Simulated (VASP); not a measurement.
# Fe (Fd-3m) in VASP: a series of runs

The runs below take Fe through single point, with PBEsol.

Program: VASP 6.6.1. These are calculated values, not measurements. Logs are shortened: lines on timing, memory, paths and dates and some standing lists are left out, and cuts for length are marked.

**1. The cell of the first run**

It takes space group Fd-3m (No. 227, cubic). The conventional cell has a = 4.053 Å, b = 4.053 Å, c = 4.053 Å, α = 90.00°, β = 90.00°, γ = 90.00°. Fe (site symmetry -43m) has 4 Fe at 1.76 Å within 2.3 Å.

**2. Single point, PBEsol, collinear spin, ferromagnetic start (volume scaled by 0.6)**

INCAR

```
SYSTEM = Fe
PREC = Accurate
ENCUT = 520
EDIFF = 1E-6
ISMEAR = -1
SIGMA = 0.08
LREAL = .FALSE.
LASPH = .TRUE.
NELM = 150
ALGO = Normal
ISIF = 2
LWAVE = .FALSE.
LCHARG = .FALSE.
ISPIN = 2
MAGMOM = 2.5 2.5
LORBIT = 11
LMAXMIX = 4
GGA = PS
NBANDS = 19
```

KPOINTS

```
Automatic mesh
0
G
  15 15 15
  0 0 0
```

POSCAR

```
Fe
1.0
    0.0000000000      2.0266542470      2.0266542470
    2.0266542470      0.0000000000      2.0266542470
    2.0266542470      2.0266542470      0.0000000000
Fe
2
Direct
   -0.1250000000     -0.1250000000     -0.1250000000
    0.1250000000      0.1250000000      0.1250000000
```

Potentials or basis: VASP PAW PBE potentials, release 64 (Fe).

Launch:

```bash
$ cat potpaw_PBE.64/Fe/POTCAR > POTCAR
$ mpirun -np 1 vasp_std > vasp.out
```

OUTCAR:

```text
SYSTEM = Fe
   PREC = Accurate
   ENCUT = 520
   EDIFF = 1E-6
   ISMEAR = -1
   LREAL = .FALSE.
   LASPH = .TRUE.
   NELM = 150
   ISIF = 2
   ISPIN = 2
   LORBIT = 11
   GGA = PS

 ion  position               nearest neighbor table
   1  0.875  0.875  0.875-   2 1.76   2 1.76   2 1.76   2 1.76
   2  0.125  0.125  0.125-   1 1.76   1 1.76   1 1.76   1 1.76

  LATTYP: Found a face centered cubic cell.
 ALAT       =     4.0533084940

  Lattice vectors:

 A1 = (   0.0000000000,   2.0266542470,   2.0266542470)
 A2 = (   2.0266542470,   0.0000000000,   2.0266542470)
 A3 = (   2.0266542470,   2.0266542470,   0.0000000000)

Analysis of symmetry for initial positions (statically):
=====================================================================
 Subroutine PRICEL returns:
 Original cell was already a primitive cell.

 Routine SETGRP: Setting up the symmetry group for a
 face centered cubic supercell.

 Subroutine GETGRP returns: Found 48 space group operations
 (whereof 12 operations were pure point group operations)
 out of a pool of 48 trial point group operations.

The static configuration has the point symmetry D_3d.
 The point group associated with its full space group is O_h .

Analysis of symmetry for dynamics (positions and initial velocities):
=====================================================================
 Subroutine PRICEL returns:
 Original cell was already a primitive cell.

 Routine SETGRP: Setting up the symmetry group for a
 face centered cubic supercell.

 Subroutine GETGRP returns: Found 48 space group operations
 (whereof 12 operations were pure point group operations)
 out of a pool of 48 trial point group operations.

The dynamic configuration has the point symmetry D_3d.
 The point group associated with its full space group is O_h .

Analysis of structural, dynamic, and magnetic symmetry:
=====================================================================
 Subroutine PRICEL returns:
 Original cell was already a primitive cell.

 Routine SETGRP: Setting up the symmetry group for a
 face centered cubic supercell.

 Subroutine GETGRP returns: Found 48 space group operations
 (whereof 12 operations were pure point group operations)
 out of a pool of 48 trial point group operations.

The overall configuration has the point symmetry D_3d.
 The point group associated with its full space group is O_h .

 Subroutine INISYM returns: Found 48 space group operations
 (whereof 12 operations are pure point group operations),
 and found     1 'primitive' translations

----------------------------------------------------------------------------------------

                                     Primitive cell

  volume of cell :      16.6483

  direct lattice vectors                    reciprocal lattice vectors
     0.000000000  2.026654247  2.026654247    -0.246712038  0.246712038  0.246712038
     2.026654247  0.000000000  2.026654247     0.246712038 -0.246712038  0.246712038
     2.026654247  2.026654247  0.000000000     0.246712038  0.246712038 -0.246712038

  length of vectors
     2.866121922  2.866121922  2.866121922     0.427317785  0.427317785  0.427317785

  position of ions in fractional coordinates (direct lattice)
     0.875000000  0.875000000  0.875000000
     0.125000000  0.125000000  0.125000000

  ion indices of the primitive-cell ions
   primitive index   ion index
                 1           1
                 2           2

----------------------------------------------------------------------------------------

 KPOINTS: Automatic mesh

Automatic generation of k-mesh.
 Grid dimensions read from file:
 generate k-points for:   15   15   15

 Generating k-lattice:

  Cartesian coordinates                     Fractional coordinates (reciprocal lattice)
    -0.016447469  0.016447469  0.016447469     0.066666667  0.000000000  0.000000000
     0.016447469 -0.016447469  0.016447469     0.000000000  0.066666667  0.000000000
     0.016447469  0.016447469 -0.016447469     0.000000000  0.000000000  0.066666667

  Length of vectors
     0.028487852  0.028487852  0.028487852

  Shift w.r.t. Gamma in fractional coordinates (k-lattice)
     0.000000000  0.000000000  0.000000000

 Subroutine IBZKPT returns following result:
 ===========================================

 Found    120 irreducible k-points:

 Following reciprocal coordinates:
            Coordinates               Weight
  0.000000  0.000000  0.000000      1.000000
  0.066667  0.000000  0.000000      8.000000
  0.133333  0.000000  0.000000      8.000000
  0.200000  0.000000  0.000000      8.000000
  0.266667  0.000000  0.000000      8.000000
  0.333333  0.000000  0.000000      8.000000
[... 16 lines left out ...]
  0.133333  0.133333  0.000000      6.000000
  0.200000  0.133333  0.000000     24.000000
 [... further k-points ...]
   k-points           NKPTS =    120   k-points in BZ     NKDIM =    120   number of bands    NBANDS=     19
[... 80 lines left out ...]
      3       3.7939      1.00000
      4       5.2936      1.00000
      5       5.2936      1.00000
      6       5.2936      1.00000
[... 11 lines left out ...]
     18      31.5272      0.00000
     19      36.1056      0.00000

 k-point     2 :       0.0667    0.0000    0.0000
  band No.  band energies     occupation
      1       0.1324      1.00000
      2       3.7248      1.00000
      3       3.7248      1.00000
      4       5.2973      1.00000
      5       5.4139      1.00000
      6       5.4139      1.00000
[... 11 lines left out ...]
     18      32.1233      0.00000
     19      36.6852      0.00000

 k-point     3 :       0.1333    0.0000    0.0000
  band No.  band energies     occupation
      1       0.5343      1.00000
      2       3.5946      1.00000
      3       3.5946      1.00000
      4       5.3299      1.00000
      5       5.6664      1.00000
      6       5.6664      1.00000
[... 434 lines left out ...]
      1       0.7177      1.00000
      2       3.0534      1.00000
      3       4.1415      1.00000
      4       5.3444      1.00000
      5       5.3444      1.00000
      6       6.1269      1.00000
[... 11 lines left out ...]
     18      33.2279      0.00000
     19      33.8807      0.00000

 k-point    24 :       0.2000    0.1333    0.0000
  band No.  band energies     occupation
      1       1.1688      1.00000
      2       2.8351      1.00000
      3       4.2535      1.00000
      4       5.3720      1.00000
      5       5.4122      1.00000
      6       6.4431      1.00000
[... 11 lines left out ...]
     18      33.8396      0.00000
     19      36.3418      0.00000

 [... further k-points ...]

 spin component 2

 k-point     1 :       0.0000    0.0000    0.0000
  band No.  band energies     occupation
      1      -0.0075      1.00000
      2       3.7938      1.00000
      3       3.7938      1.00000
      4       5.2936      1.00000
      5       5.2936      1.00000
      6       5.2936      1.00000
[... 11 lines left out ...]
     18      31.5271      0.00000
     19      36.1056      0.00000

 k-point     2 :       0.0667    0.0000    0.0000
  band No.  band energies     occupation
      1       0.1322      1.00000
      2       3.7248      1.00000
      3       3.7248      1.00000
      4       5.2973      1.00000
      5       5.4139      1.00000
      6       5.4139      1.00000
[... 11 lines left out ...]
     18      32.1231      0.00000
     19      36.6852      0.00000

 k-point     3 :       0.1333    0.0000    0.0000
  band No.  band energies     occupation
      1       0.5342      1.00000
      2       3.5946      1.00000
      3       3.5946      1.00000
      4       5.3299      1.00000
      5       5.6664      1.00000
      6       5.6664      1.00000
[... 434 lines left out ...]
      1       0.7176      1.00000
      2       3.0534      1.00000
      3       4.1414      1.00000
      4       5.3444      1.00000
      5       5.3444      1.00000
      6       6.1269      1.00000
[... 11 lines left out ...]
     18      33.2278      0.00000
     19      33.8806      0.00000

 k-point    24 :       0.2000    0.1333    0.0000
  band No.  band energies     occupation
      1       1.1687      1.00000
      2       2.8351      1.00000
      3       4.2535      1.00000
      4       5.3720      1.00000
      5       5.4122      1.00000
      6       6.4431      1.00000
[... 11 lines left out ...]
     18      33.8394      0.00000
     19      36.3417      0.00000

 [... further k-points ...]

------------------------ aborting loop because EDIFF is reached ----------------------------------------

  FORCE on cell =-STRESS in cart. coord.  units (eV):
  Direction    XX          YY          ZZ          XY          YZ          ZX
  --------------------------------------------------------------------------------------
  -------------------------------------------------------------------------------------
  Total       24.2878962     24.2878962     24.2878962     -0.0000000      0.0000000      0.0000000
  in kB     2337.3916849   2337.3916849   2337.3916849     -0.0000000      0.0000000      0.0000000
  external PRESSURE =    2337.3916849 kB  Pullay stress =       0.0000000 kB

 VOLUME and BASIS-vectors are now :
 -----------------------------------------------------------------------------
  energy-cutoff  :      520.00
  volume of cell :       16.65
      direct lattice vectors                 reciprocal lattice vectors
     0.000000000  2.026654247  2.026654247    -0.246712038  0.246712038  0.246712038
     2.026654247  0.000000000  2.026654247     0.246712038 -0.246712038  0.246712038
     2.026654247  2.026654247  0.000000000     0.246712038  0.246712038 -0.246712038

 POSITION                                       TOTAL-FORCE (eV/Angst)
 -----------------------------------------------------------------------------------
      3.54664      3.54664      3.54664        -0.000000     -0.000000     -0.000000
      0.50666      0.50666      0.50666         0.000000      0.000000      0.000000
 -----------------------------------------------------------------------------------
    total drift:                                0.000000      0.000000      0.000000

  FREE ENERGIE OF THE ION-ELECTRON SYSTEM (eV)
  ---------------------------------------------------
  free  energy   TOTEN  =       -10.0914990709 eV

  energy  without entropy=      -10.0647321101  energy(sigma->0) =      -10.07811559

 total charge

# of ion       s       p       d       tot
------------------------------------------
    1        0.795   0.817   7.344   8.956
    2        0.795   0.817   7.344   8.956
--------------------------------------------------
tot          1.589   1.634  14.688  17.912

 magnetization (x)

# of ion       s       p       d       tot
------------------------------------------
    1       -0.000  -0.000  -0.000  -0.000
    2       -0.000  -0.000  -0.000  -0.000
--------------------------------------------------
tot         -0.000  -0.000  -0.000  -0.000
```

Wall time 67 s (1 thread of AMD EPYC 7R13 (Zen 3), shared host); peak memory 0.15 GiB.

What came out:

* Free energy: -10.0915 eV
* Pressure: 233.7 GPa
* Band gap on the k mesh: zero (filled and empty bands overlap)
* Net moment: 0.00 μB per cell

Caveat: the starting moments collapsed, and a magnetic state may lie lower; the PAW data sets were made with another functional, which shifts forces and pressure a little.

**3. Single point, PBEsol, collinear spin, ferromagnetic start (volume scaled by 0.68)**

INCAR

```
SYSTEM = Fe
PREC = Accurate
ENCUT = 520
EDIFF = 1E-6
ISMEAR = -1
SIGMA = 0.08
LREAL = .False.
LASPH = .True.
NELM = 150
ALGO = Normal
ISIF = 2
LWAVE = .False.
LCHARG = .False.
ISPIN = 2
MAGMOM = 2.5 2.5
LORBIT = 11
LMAXMIX = 4
GGA = PS
NBANDS = 19
```

KPOINTS

```
regular mesh
0
Gamma
  15 15 15
  0 0 0
```

POSCAR

```
Fe
1.0
    0.0000000000      2.1129970168      2.1129970168
    2.1129970168      0.0000000000      2.1129970168
    2.1129970168      2.1129970168      0.0000000000
Fe
2
Direct
   -0.1250000000     -0.1250000000     -0.1250000000
    0.1250000000      0.1250000000      0.1250000000
```

Potentials or basis: VASP PAW PBE potentials, release 64 (Fe).

Launch:

```bash
$ cat potpaw_PBE.64/Fe/POTCAR > POTCAR
$ mpirun -np 1 vasp_std > vasp.out
```

It took 72 s on 1 thread of AMD EPYC 7R13 (Zen 3), shared host; peak memory 0.16 GiB.

Results (log left out):

```yaml
Free_energy: -12.6215 eV
Pressure: 138.7 GPa
Band_gap_on_the_k_mesh: zero (filled and empty bands overlap)
Net_moment: 0.00 μB per cell
```

Levels at points of the mesh, in eV from the Fermi level:
Spin up:
```tsv
k point	band 4	band 5	band 6	band 7	band 8	band 9	band 10	band 11	band 12	band 13
(0.00, 0.00, 0.00)	-3.86	-3.86	-3.86	-0.68	-0.68	-0.68	2.32	2.32	18.25	18.25
```
Spin down:
```tsv
k point	band 5	band 6	band 7	band 8	band 9	band 10	band 11	band 12
(0.00, 0.00, 0.00)	-3.86	-3.86	-0.68	-0.68	-0.68	2.32	2.32	18.25
```

Caveat: the starting moments collapsed, and a magnetic state may lie lower; the PAW data sets were made with another functional, which shifts forces and pressure a little.

**4. Single point, PBEsol, collinear spin, ferromagnetic start (volume scaled by 0.68)**

INCAR

```
PREC = Accurate
ENCUT = 520
EDIFF = 1E-6
ISMEAR = -1
SIGMA = 0.08
LREAL = F
LASPH = T
NELM = 150
ALGO = Normal
ISIF = 2
LWAVE = F
LCHARG = F
ISPIN = 2
MAGMOM = 2.5 2.5
LORBIT = 11
LMAXMIX = 4
GGA = PS
NBANDS = 19
```

KPOINTS

```
Automatic mesh
0
Gamma
  15 15 15
```

POSCAR is that of step 3.

Launch:

```bash
$ cat potpaw_PBE.64/Fe/POTCAR > POTCAR
$ mpirun -np 1 vasp_std > vasp.out
```

Run time: 68 s. Hardware: 1 thread of AMD EPYC 7R13 (Zen 3), shared host; peak memory 0.15 GiB.

The run converged. Its results:

* Free energy: -12.6215 eV
* Pressure: 138.7 GPa
* Band gap on the k mesh: zero (filled and empty bands overlap)
* Net moment: 0.00 μB per cell

Levels at points of the mesh, in eV from the Fermi level:
Spin up:
| k point | band 5 | band 6 | band 7 | band 8 | band 9 | band 10 | band 11 | band 12 |
| --- | --- | --- | --- | --- | --- | --- | --- | --- |
| (0.00, 0.00, 0.00) | -3.86 | -3.86 | -0.68 | -0.68 | -0.68 | 2.32 | 2.32 | 18.25 |
Spin down:
```csv
k point,band 5,band 6,band 7,band 8,band 9,band 10,band 11,band 12
"(0.00, 0.00, 0.00)",-3.86,-3.86,-0.68,-0.68,-0.68,2.32,2.32,18.25
```

Caveat: the starting moments collapsed, and a magnetic state may lie lower; the PAW data sets were made with another functional, which shifts forces and pressure a little.

**5. Single point, PBEsol, collinear spin, ferromagnetic start (volume scaled by 0.76)**

INCAR

```
PREC     = Accurate       # precision mode
ENCUT    = 520            # plane-wave cutoff, eV
EDIFF    = 1E-6           # SCF threshold, eV
ISMEAR   = -1             # smearing method
SIGMA    = 0.08           # smearing width, eV
LREAL    = False          # projectors in reciprocal space
LASPH    = True           # aspherical terms in the spheres
NELM     = 150            # most SCF steps
ALGO     = Normal         # electronic algorithm
ISIF     = 2              # what is computed and relaxed
LWAVE    = False          # write WAVECAR
LCHARG   = False          # write CHGCAR
ISPIN    = 2              # spin polarisation
MAGMOM   = 2.5 2.5        # initial moments
LORBIT   = 11             # projections on sites
LMAXMIX  = 4              # l up to which the mixer works
GGA      = PS             # functional
NBANDS   = 19             # bands
```

KPOINTS is that of step 4.

POSCAR

```
Fe
1.0
    0.0000000000      2.1928071760      2.1928071760
    2.1928071760      0.0000000000      2.1928071760
    2.1928071760      2.1928071760      0.0000000000
Fe
2
Direct
   -0.1250000000     -0.1250000000     -0.1250000000
    0.1250000000      0.1250000000      0.1250000000
```

Launch:

```bash
$ cat potpaw_PBE.64/Fe/POTCAR > POTCAR
$ mpirun -np 1 vasp_std > vasp.out
```

Run time: 74 s. Hardware: 1 thread of AMD EPYC 7R13 (Zen 3), shared host; peak memory 0.16 GiB.

It converged, with:

```yaml
Free_energy: -14.0941 eV
Pressure: 78.3 GPa
Band_gap_on_the_k_mesh: zero (filled and empty bands overlap)
Net_moment: 0.00 μB per cell
```

Levels at points of the mesh, in eV from the Fermi level:
Spin up:
```
           k point  band 6  band 7  band 8  band 9  band 10  band 11
(0.00, 0.00, 0.00)   -3.45   -0.59   -0.59   -0.59     1.98     1.98
```
Spin down:
```csv
k point,band 6,band 7,band 8,band 9,band 10,band 11
"(0.00, 0.00, 0.00)",-3.45,-0.59,-0.59,-0.59,1.98,1.98
```

Caveat: the starting moments collapsed, and a magnetic state may lie lower; the PAW data sets were made with another functional, which shifts forces and pressure a little.

**6. Single point, PBEsol, collinear spin, ferromagnetic start (volume scaled by 0.76)**

INCAR

```
SYSTEM = Fe
ALGO     = Normal         ! electronic algorithm
EDIFF    = 1E-7           ! SCF threshold, eV
ENCUT    = 520            ! plane-wave cutoff, eV
GGA      = PS             ! functional
ISIF     = 2              ! what is computed and relaxed
ISMEAR   = -1             ! smearing method
ISPIN    = 2              ! spin polarisation
LASPH    = .True.         ! aspherical terms in the spheres
LCHARG   = .False.        ! write CHGCAR
LMAXMIX  = 4              ! l up to which the mixer works
LORBIT   = 11             ! projections on sites
LREAL    = .False.        ! projectors in reciprocal space
LWAVE    = .False.        ! write WAVECAR
MAGMOM   = 2.5 2.5        ! initial moments
NBANDS   = 19             ! bands
NELM     = 150            ! most SCF steps
PREC     = Accurate       ! precision mode
SIGMA    = 0.08           ! smearing width, eV
```

KPOINTS

```
k-points
0
Gamma
  15 15 15
  0 0 0
```

POSCAR is that of step 5.

Potentials or basis: VASP PAW PBE potentials, release 64 (Fe).

Launch:

```bash
$ cat potpaw_PBE.64/Fe/POTCAR > POTCAR
$ mpirun -np 1 vasp_std > vasp.out
```

Run time: 76 s. Hardware: 1 thread of AMD EPYC 7R13 (Zen 3), shared host; peak memory 0.16 GiB.

The run converged. Its results:

```
Free energy            : -14.0941 eV
Pressure               : 78.3 GPa
Band gap on the k mesh : zero (filled and empty bands overlap)
Net moment             : 0.00 μB per cell
```

Levels at points of the mesh, in eV from the Fermi level:
Spin up:
```
           k point  band 4  band 5  band 6  band 7  band 8  band 9  band 10  band 11  band 12  band 13
(0.00, 0.00, 0.00)   -3.45   -3.45   -3.45   -0.59   -0.59   -0.59     1.98     1.98    17.30    17.30
```
Spin down:
```
           k point  band 4  band 5  band 6  band 7  band 8  band 9  band 10  band 11  band 12  band 13
(0.00, 0.00, 0.00)   -3.45   -3.45   -3.45   -0.59   -0.59   -0.59     1.98     1.98    17.30    17.30
```

Caveat: the starting moments collapsed, and a magnetic state may lie lower; the PAW data sets were made with another functional, which shifts forces and pressure a little.
